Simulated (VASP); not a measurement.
# AlN (AlN (P6_3mc)) (P6_3mc) in VASP: single point with PBE

Aim: the single point of AlN (AlN (P6_3mc)) with PBE.

Everything below comes from runs of VASP 6.6.1. Logs are shortened: lines on timing, memory, paths and dates and some standing lists are left out, and cuts for length are marked.

### 1 The cell of the first run

The structure is hexagonal, space group P6_3mc (No. 186). The conventional cell has a = 3.130 Å, b = 3.130 Å, c = 5.017 Å, α = 90.00°, β = 90.00°, γ = 120.00°. Al (site symmetry 3m) has 4 N at 1.90 to 1.91 Å within 2.5 Å. N (site symmetry 3m) has 4 Al at 1.90 to 1.91 Å within 2.5 Å.

### 2 Single point, PBE

File INCAR:

```
SYSTEM = AlN
ALGO = Normal ; EDIFF = 1E-6
ENCUT = 520 ; GGA = PE
ISIF = 2 ; ISMEAR = 0
LASPH = .True. ; LCHARG = .True.
LELF = .True. ; LREAL = .False.
LVHAR = .True. ; LWAVE = .False.
NBANDS = 16 ; NELM = 100
PREC = Accurate ; SIGMA = 0.01
```

File KPOINTS:

```
k-points
0
Gamma
  10 10 6
  0 0 0
```

File POSCAR:

```
AlN
1.0
    3.1297569564      0.0000000289      0.0000000000
   -1.5648785032      2.7104490175      0.0000000000
    0.0000000000      0.0000000000      5.0174032965
Al N
2 2
Direct
    0.6666666668      0.3333333333      0.4992353699
    0.3333333334      0.6666666668      0.9992353697
    0.6666666668      0.3333333333      0.8807646297
    0.3333333334      0.6666666668      0.3807646299
```

Potentials or basis: VASP PAW PBE potentials, release 64 (Al, N).

On the command line:

```bash
cat potpaw_PBE.64/Al/POTCAR potpaw_PBE.64/N/POTCAR > POTCAR
mpirun -np 1 vasp_std > vasp.out
```

OUTCAR:

```text
SYSTEM = AlN
   EDIFF = 1E-6
   ENCUT = 520
   GGA = PE
   ISIF = 2
   ISMEAR = 0
   LASPH = .True.
   LREAL = .False.
   NELM = 100
   PREC = Accurate

 ion  position               nearest neighbor table
   1  0.667  0.333  0.499-   4 1.90   4 1.90   4 1.90   3 1.91   2 3.09   2 3.09   2 3.09   2 3.09
                             2 3.09   2 3.09
   2  0.333  0.667  0.999-   3 1.90   3 1.90   3 1.90   4 1.91   1 3.09   1 3.09   1 3.09   1 3.09
                             1 3.09   1 3.09
   3  0.667  0.333  0.881-   2 1.90   2 1.90   2 1.90   1 1.91
   4  0.333  0.667  0.381-   1 1.90   1 1.90   1 1.90   2 1.91

  LATTYP: Found a hexagonal cell.
 ALAT       =     3.1297569564
 C/A-ratio  =     1.6031287306

  Lattice vectors:

 A1 = (   3.1297569564,   0.0000000289,   0.0000000000)
 A2 = (  -1.5648785032,   2.7104490175,   0.0000000000)
 A3 = (   0.0000000000,   0.0000000000,   5.0174032965)

Analysis of symmetry for initial positions (statically):
=====================================================================
 Subroutine PRICEL returns:
 Original cell was already a primitive cell.

 Routine SETGRP: Setting up the symmetry group for a
 hexagonal supercell.

 Subroutine GETGRP returns: Found 12 space group operations
 (whereof  6 operations were pure point group operations)
 out of a pool of 24 trial point group operations.

The static configuration has the point symmetry C_3v.
 The point group associated with its full space group is C_6v.

Analysis of symmetry for dynamics (positions and initial velocities):
=====================================================================
 Subroutine PRICEL returns:
 Original cell was already a primitive cell.

 Routine SETGRP: Setting up the symmetry group for a
 hexagonal supercell.

 Subroutine GETGRP returns: Found 12 space group operations
 (whereof  6 operations were pure point group operations)
 out of a pool of 24 trial point group operations.

The dynamic configuration has the point symmetry C_3v.
 The point group associated with its full space group is C_6v.

 Subroutine INISYM returns: Found 12 space group operations
 (whereof  6 operations are pure point group operations),
 and found     1 'primitive' translations

----------------------------------------------------------------------------------------

                                     Primitive cell

  volume of cell :      42.5629

  direct lattice vectors                    reciprocal lattice vectors
     3.129756956  0.000000029  0.000000000     0.319513626  0.184471282  0.000000000
[... 96 lines left out ...]
   ISIF   =      2    stress and relaxation
   ISYM   =      2    0-nonsym 1-usesym 2-fastsym
   POTIM  = 0.5000    time-step for ionic-motion
   TEBEG  =    0.0;   TEEND  =   0.0 temperature during run
   PSTRESS=    0.0 pullay stress
   NELECT =      16.0000    total number of electrons
   NUPDOWN=      -1.0000    fix difference up-down
   EMIN   =  10.00;   EMAX   =-10.00  energy-range for DOS
   EFERMI =   0.00;   METHOD = LEGACY
   ISMEAR =     0;   SIGMA  =   0.01  broadening in eV -4-tet -1-fermi 0-gaus
   EFERMI_NEDOS =   21; number of points for ismear=-14 and -15
   IALGO  =     38    algorithm
   IMIX   =      4    mixing-type and parameters
     AMIX     =   0.40;   BMIX     =  1.00
     AMIX_MAG =   1.60;   BMIX_MAG =  1.00
  volume/ion in A,a.u.               =      10.64        71.81
  Fermi-wavevector in a.u.,A,eV,Ry     =   1.181511  2.232733 18.993310  1.395969
  Thomas-Fermi vector in A             =   2.317783
   LORBIT       =      0    0 simple, 1 ext, 2 COOP (PROOUT), +10 PAW based schemes
   GGA     = PE    functional components
   LHFCALC =     F    Hartree Fock is set to
   AEXX    =    0.0000 exact exchange contribution
   IVDW    =     0    specifies the selected vdW correction
   LEPSILON=     F    determine dielectric tensor
   LRPA    =     F    only Hartree local field effects (RPA)
 non-spin polarized calculation
 Gauss-broadening in eV      SIGMA  =   0.01
  energy-cutoff  :      520.00
  volume of cell :       42.56
 maximum number of plane-waves:      1170
 NGX is ok and might be reduce to    24
   NGX = 11   NGY = 11   NGZ = 19

 number of electron      15.9999998 magnetization

 Free energy of the ion-electron system (eV)
  ---------------------------------------------------
  ext. energy  EPLUGINS =         0.00000000
  ---------------------------------------------------
  free energy    TOTEN  =       -29.78052112 eV

  energy without entropy =      -29.78052112  energy(sigma->0) =      -29.78052112

 E-fermi :   6.0592     XC(G=0): -10.8287

 val. band max:        5.9679175864   @ k =   0.0000   0.0000   0.0000
 cond. band min:      10.0150710050   @ k =   0.0000   0.0000   0.0000
 fundamental gap:      4.0471534186
 Fermi energy:         6.0592348769

 k-point     1 :       0.0000    0.0000    0.0000
  band No.  band energies     occupation
      1      -9.1017      2.00000
      2      -7.0179      2.00000
      3       0.0608      2.00000
      4       5.1229      2.00000
      5       5.1229      2.00000
      6       5.7654      2.00000
[... 433 lines left out ...]
      3       0.6342      2.00000
      4       1.6199      2.00000
      5       2.9481      2.00000
      6       3.7108      2.00000
[... 8 lines left out ...]
     15      18.4336      0.00000
     16      20.6668      0.00000

 [... further k-points ...]

------------------------ aborting loop because EDIFF is reached ----------------------------------------

  FORCE on cell =-STRESS in cart. coord.  units (eV):
  Direction    XX          YY          ZZ          XY          YZ          ZX
  --------------------------------------------------------------------------------------
  -------------------------------------------------------------------------------------
  Total       -0.0501350     -0.0501350     -0.0364522     -0.0000000     -0.0000000      0.0000000
  in kB       -1.8872111     -1.8872111     -1.3721565     -0.0000000     -0.0000000      0.0000000
  external PRESSURE =      -1.7155262 kB  Pullay stress =       0.0000000 kB

 VOLUME and BASIS-vectors are now :
 -----------------------------------------------------------------------------
  energy-cutoff  :      520.00
  volume of cell :       42.56
      direct lattice vectors                 reciprocal lattice vectors
     3.129756956  0.000000029  0.000000000     0.319513626  0.184471282  0.000000000
    -1.564878503  2.710449017  0.000000000    -0.000000003  0.368942558  0.000000000
     0.000000000  0.000000000  5.017403297     0.000000000  0.000000000  0.199306283

 POSITION                                       TOTAL-FORCE (eV/Angst)
 -----------------------------------------------------------------------------------
      1.56488      0.90348      2.50487         0.000000      0.000000      0.000182
     -0.00000      1.80697      5.01357         0.000000     -0.000000      0.000182
      1.56488      0.90348      4.41915        -0.000000     -0.000000     -0.000182
     -0.00000      1.80697      1.91045        -0.000000      0.000000     -0.000182
 -----------------------------------------------------------------------------------
    total drift:                               -0.000000     -0.000000      0.000505

  FREE ENERGIE OF THE ION-ELECTRON SYSTEM (eV)
  ---------------------------------------------------
  free  energy   TOTEN  =       -29.7805211226 eV

  energy  without entropy=      -29.7805211226  energy(sigma->0) =      -29.78052112
```

Run time: 36 s. Hardware: 1 thread of Intel Xeon 6975P-C, shared host; peak memory 0.17 GiB.

What came out:

```
Free energy            : -29.7805 eV
Pressure               : -0.2 GPa
Band gap on the k mesh : 4.05 eV, direct
```

Levels at points of the mesh, in eV from the valence-band top:
```csv
k point,band 6,band 7,band 8,band 9,band 10,band 11
"(0.00, 0.00, 0.00)",-0.20,-0.20,0.00,4.05,6.51,10.46
"(0.50, 0.00, 0.00)",-2.05,-1.74,-0.68,5.76,5.76,8.03
"(0.00, 0.00, 0.50)",-0.53,-0.53,-0.53,6.31,6.31,10.17
"(0.50, 0.00, 0.50)",-1.44,-1.35,-1.35,5.25,5.25,9.15
```
